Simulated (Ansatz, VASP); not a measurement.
## Ta: VASP beside Ansatz

```
CELL_PARAMETERS angstrom
2.84116 0.00000 0.00000
-0.94705 2.67867 0.00000
0.00000 0.00000 25.27920
ATOMIC_POSITIONS crystal
Ta 0.00000 0.00000 0.32055
Ta 0.50000 0.50000 0.40842
Ta 0.00000 0.00000 0.50000
Ta 0.50000 0.50000 0.59158
Ta 0.00000 0.00000 0.67945
```

Alike in both runs: functional PBEsol; k mesh 15 × 15 × 1; occupations fermi-dirac, width 0.05 eV; no spin polarisation.

Ansatz relaxed the structure, and its values are those at the end. VASP's run is a single point on that final structure, the one shown.

|  | VASP | Ansatz |
| --- | --- | --- |
| version | VASP 6.6.1 | Ansatz 0.2.0 |
| potentials or method | VASP PAW PBE potentials, release 64 (Ta_pv), cutoff 520 eV | all-electron LAPW, scalar-relativistic |

```csv
,VASP,Ansatz,Ansatz less VASP
rms of the force components (eV/Å),0.004,0.002,-0.0019
```

VASP's potentials were made for PBE, not for PBEsol. Ansatz ran all-electron here, and VASP with PAW potentials.

Spin-orbit coupling is off throughout.
